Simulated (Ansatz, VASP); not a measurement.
## One calculation of Ge, two programs

```
CELL_PARAMETERS angstrom
0.00000 2.71562 2.94192
2.71562 0.00000 2.94192
2.71562 2.71562 0.00000
ATOMIC_POSITIONS crystal
Ge 0.50000 0.50000 0.50000
Ge 0.75000 0.75000 0.75000
```

Change from the starting cell: strain -0.040 along x and y, +0.040 along z, atoms carried along.

Alike in both runs: task single point; functional PBE; k mesh 14 × 14 × 14; occupations gaussian, width 0.15 eV; no spin polarisation.

```csv
,VASP,Ansatz
version,VASP 6.6.1,Ansatz 0.2.0
potentials or method,"VASP PAW PBE potentials, release 64 (Ge_d), cutoff 500 eV","scalar-relativistic, plane waves, PAW"
valence electrons in the cell,28,28
```

Ansatz gave:

- gap on the k mesh at the Fermi level (eV): none
- pressure (GPa): 7.2
- traceless stress, the component that is largest in VASP (GPa): -4.39

Which values does VASP return?

gap on the k mesh at the Fermi level (eV): none; pressure (GPa): 7.0; traceless stress, the component that is largest in VASP (GPa): -4.41.

A gap of «none» marks a metal or a gap that the smearing closes. With one functional, cell and mesh, what is left measures potentials, basis and numerics.
